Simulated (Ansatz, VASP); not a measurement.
**One calculation of Ti, two programs**

The input INCAR:

```
ALGO = Fast ; EDIFF = 1E-6
ENCUT = 520 ; GGA = PS
ISIF = 2 ; ISMEAR = 0
LASPH = True ; LCHARG = True
LELF = True ; LREAL = False
LVHAR = True ; LWAVE = False
NBANDS = 25 ; NELM = 60
PREC = Accurate ; SIGMA = 0.1
```

KPOINTS

```
k-points
0
Gamma
  12 12 18
```

File POSCAR:

```
Ti
1.0
    4.5152900523      0.0000000000      0.0000000000
   -2.2576450261      3.9103558907      0.0000000000
    0.0000000000      0.0000000000      2.8827574580
Ti
3
Direct
    0.0000000000      0.0000000000      0.0000000000
    0.3333333333      0.6666666667      0.5000000000
    0.6666666667      0.3333333333      0.5000000000
```

Input for Ansatz:

```yaml
crystal:
  lattice:
    - [4.5152900523, 0.0, 0.0]
    - [-2.2576450261, 3.9103558907, 0.0]
    - [0.0, 0.0, 2.882757458]
  atoms:
    - { symbol: Ti, position: [0.0, 0.0, 0.0] }
    - { symbol: Ti, position: [0.3333333333, 0.6666666667, 0.5] }
    - { symbol: Ti, position: [0.6666666667, 0.3333333333, 0.5] }
basis:
  ecutwfc: 420
kpoints:
  mp_grid: { grid: [12, 12, 18] }
hamiltonian:
  xc: pbesol
scf:
  occupations: { method: gaussian, width: 0.1 }
output:
  forces: true
  stress: true
  eigenvalues: true
```

Change from the starting cell: strain along c alone, the other axes held, atoms relaxed: +3.0 %.

Alike in both runs: task single point; functional PBEsol; k mesh 12 × 12 × 18; occupations gaussian, width 0.1 eV; no spin polarisation.

|  | VASP | Ansatz |
| --- | --- | --- |
| version | VASP 6.6.1 | Ansatz 0.2.0 |
| potentials or method | VASP PAW PBE potentials, release 64 (Ti_sv), cutoff 520 eV | scalar-relativistic, plane waves, PAW |
| valence electrons in the cell | 36 | 36 |

Ansatz gave:

* gap on the k mesh at the Fermi level (eV): none
* pressure (GPa): -3.5
* traceless stress, the component that is largest in VASP (GPa): -3.63

Q: Which values does VASP return?

A: gap on the k mesh at the Fermi level (eV): none; pressure (GPa): -3.8; traceless stress, the component that is largest in VASP (GPa): -3.61.

VASP's potentials were made for PBE, not for PBEsol. A gap of «none» marks a metal or a gap that the smearing closes. With one functional, cell and mesh, what is left measures potentials, basis and numerics.
